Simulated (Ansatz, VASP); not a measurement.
**PtS2 in VASP and in Ansatz**

```xyz
3
Lattice="3.5555 0.0000 0.0000 -1.7778 3.0792 0.0000 0.0000 0.0000 4.7134" Properties=species:S:1:pos:R:3 pbc="T T T"
Pt    0.0000    0.0000    0.0000
S     0.0000    2.0528    1.2038
S     1.7778    1.0264    3.5097
```

Alike in both runs: functional PBEsol; k mesh 10 × 10 × 6; no spin polarisation.

Ansatz relaxed the structure, and its values are those at the end. VASP's run is a single point on that final structure, the one shown.

|  | VASP | Ansatz |
| --- | --- | --- |
| version | VASP 6.6.1 | Ansatz 0.2.0 |
| potentials or method | VASP PAW PBE potentials, release 64 (Pt, S), cutoff 520 eV | all-electron LAPW, scalar-relativistic |
| occupations | gaussian, width 0.01 eV | fixed |

|  | VASP | Ansatz | Ansatz less VASP |
| --- | --- | --- | --- |
| gap on the k mesh at the Fermi level (eV) | 0.14 | 0.14 | 0.000 |
| pressure (GPa) | 1.0 | 1.3 | +0.28 |
| rms of the force components (eV/Å) | 0.011 | 0.000 | -0.0113 |

VASP's potentials were made for PBE, not for PBEsol. Ansatz ran all-electron here, and VASP with PAW potentials. Ansatz's warnings: metallic iterate.

Neither program's run includes spin-orbit coupling.
